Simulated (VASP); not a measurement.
Set up this calculation in VASP 6.6.1, as the native input.

* Task: single point
* Functional: PBE
* Potentials or basis: VASP PAW PBE potentials, release 64 (Pt, Se)
* Cutoff: 520 eV
* k mesh: 6 × 6 × 4
* Occupations: gaussian, width 0.1 eV
* Spin: no spin polarisation
* Dipole correction: no
* Further INCAR settings: ALGO = Normal; EDIFF = 1e-06; NBANDS = 18

The structure of PtSe2 lies in POSCAR:

```
PtSe2
1.0
    3.7240006300      0.0000000000      0.0000000000
   -1.8620003200      3.2250791500      0.0000000000
    0.0000000000      0.0000000000      5.0619998000
Pt Se
1 2
Direct
    0.0000000000      0.0000000000      0.0000000000
    0.3333333300      0.6666666700      0.2500000000
    0.6666666700      0.3333333300      0.7500000000
```

These files were run (other wordings do the same):

INCAR

```
SYSTEM = PtSe2
PREC     = Accurate       ! precision mode
ENCUT    = 520            ! plane-wave cutoff, eV
EDIFF    = 1E-6           ! SCF threshold, eV
ISMEAR   = 0              ! smearing method
SIGMA    = 0.1            ! smearing width, eV
LREAL    = .FALSE.        ! projectors in reciprocal space
LASPH    = .TRUE.         ! aspherical terms in the spheres
NELM     = 60             ! most SCF steps
ALGO     = Normal         ! electronic algorithm
ISIF     = 2              ! what is computed and relaxed
LWAVE    = .FALSE.        ! write WAVECAR
LCHARG   = .FALSE.        ! write CHGCAR
GGA      = PE             ! functional
NBANDS   = 18             ! bands
```

KPOINTS

```
Automatic mesh
0
G
  6 6 4
  0 0 0
```

Potentials or basis: VASP PAW PBE potentials, release 64 (Pt, Se).

Launch:

```bash
$ cat potpaw_PBE.64/Pt/POTCAR potpaw_PBE.64/Se/POTCAR > POTCAR
$ mpirun -np 1 vasp_std > vasp.out
```

Results of the run:

```
Pressure               : 7.3 GPa
Largest force          : 0.581 eV/Å
Band gap on the k mesh : zero (bands 11 and 12 overlap by 0.38 eV)
```

Caveat: the cell stands under pressure; spin-orbit coupling is left out, which moves the levels of the heavy elements.

It took 26 s on 1 thread of AMD EPYC 7R13, on a shared host, peak memory 0.16 GiB.
